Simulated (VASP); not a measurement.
A run of VASP 6.6.1 is set up as follows.

The input POSCAR:

```
C
1.0
    0.0000000000      1.7951807415      1.7951807415
    1.7951807415      0.0000000000      1.7951807415
    1.7951807415      1.7951807415      0.0000000000
C
2
Direct
    0.7500000000      0.7500000000      0.7500000000
    0.5000000000      0.5000000000      0.5000000000
```

The input INCAR.step1:

```
SYSTEM = C
PREC = Accurate ; ENCUT = 520
EDIFF = 1E-5 ; ISMEAR = -1
SIGMA = 0.05 ; LREAL = .FALSE.
LASPH = .TRUE. ; NELM = 80
ALGO = Normal ; ISIF = 2
LWAVE = .TRUE. ; GGA = PE
NBANDS = 11
```

INCAR.step2

```
SYSTEM = C
PREC = Accurate ; ENCUT = 520
EDIFF = 1E-7 ; ISMEAR = -1
SIGMA = 0.05 ; LREAL = .FALSE.
LASPH = .TRUE. ; NELM = 80
ALGO = Normal ; ISIF = 2
LWAVE = .FALSE. ; LCHARG = .TRUE.
GGA = PE ; LHFCALC = .TRUE.
AEXX = 0.25 ; PRECFOCK = Normal
LELF = .TRUE. ; LVHAR = .TRUE.
ISTART = 1 ; NBANDS = 11
```

The input KPOINTS:

```
regular mesh
0
G
  7 7 7
  0 0 0
```

Potentials or basis: VASP PAW PBE potentials, release 64 (C).

Run with:

```sh
$ cat potpaw_PBE.64/C/POTCAR > POTCAR
$ cp INCAR.step1 INCAR
$ mpirun -np 1 vasp_std > vasp.out
$ cp INCAR.step2 INCAR
$ mpirun -np 1 vasp_std > vasp.out
```

(1) Estimate the pressure.

(2) Predict the band gap on the k mesh.

Results:

(1) -16.0 GPa.

(2) 6.13 eV, indirect (least direct gap 7.67 eV).

Caveat: the k points lie up to 0.43 Å⁻¹ apart; the PAW data sets were made with another functional, which shifts forces and pressure a little.
